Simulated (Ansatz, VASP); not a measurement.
# ScAl3: VASP beside Ansatz

File INCAR:

```
  PREC = Accurate
  ENCUT = 520
  EDIFF = 1E-6
  ISMEAR = 0
  SIGMA = 0.1
  LREAL = False
  LASPH = True
  NELM = 60
  ALGO = Normal
  ISIF = 2
  LWAVE = False
  LCHARG = False
  GGA = PE
  NBANDS = 18
```

Contents of KPOINTS:

```
regular mesh
0
Gamma
  6 6 2
```

File POSCAR:

```
ScAl3
1.0
    2.8402088500      0.0000000000      0.0000000000
   -1.4201044300      2.4596930200      0.0000000000
    0.0000000000      0.0000000000      9.3493594700
Sc Al
1 3
Direct
    0.6666666700      0.3333333300      0.5000000000
    0.3333333300      0.6666666700      0.7500000000
    0.3333333300      0.6666666700      0.2500000000
    0.6666666700      0.3333333300      0.0000000000
```

Input for Ansatz:

```yaml
crystal:
  lattice:
    - [2.84020885, 0.0, 0.0]
    - [-1.42010443, 2.45969302, 0.0]
    - [0.0, 0.0, 9.34935947]
  atoms:
    - { symbol: Sc, position: [0.66666667, 0.33333333, 0.5] }
    - { symbol: Al, position: [0.33333333, 0.66666667, 0.75] }
    - { symbol: Al, position: [0.33333333, 0.66666667, 0.25] }
    - { symbol: Al, position: [0.66666667, 0.33333333, 0.0] }
basis:
  ecutwfc: 420
kpoints:
  mp_grid: { grid: [6, 6, 2] }
hamiltonian:
  xc: pbe
scf:
  occupations: { method: gaussian, width: 0.1 }
  lower_state_search: "off"
output:
  forces: true
  stress: true
  eigenvalues: true
```

Alike in both runs: task single point; functional PBE; k mesh 6 × 6 × 2; occupations gaussian, width 0.1 eV; no spin polarisation.

|  | VASP | Ansatz |
| --- | --- | --- |
| version | VASP 6.6.1 | Ansatz 0.2.0 |
| potentials or method | VASP PAW PBE potentials, release 64 (Sc_sv, Al), cutoff 520 eV | scalar-relativistic, plane waves, PAW |
| valence electrons in the cell | 20 | 20 |

Ansatz gave:

| Item | Value |
| --- | --- |
| gap on the k mesh at the Fermi level (eV) | none |
| pressure (GPa) | 11.0 |
| traceless stress, the component that is largest in VASP (GPa) | -5.10 |
| rms of the force components (eV/Å) | 0.312 |

Question: Which values does VASP return?

Answer: gap on the k mesh at the Fermi level (eV): none; pressure (GPa): 11.1; traceless stress, the component that is largest in VASP (GPa): -5.09; rms of the force components (eV/Å): 0.318.

Atom by atom the forces differ by 0.006 eV/Å (rms over components). A gap of «none» marks a metal or a gap that the smearing closes.

The k mesh is coarse, so the values compare programs but aren't converged.
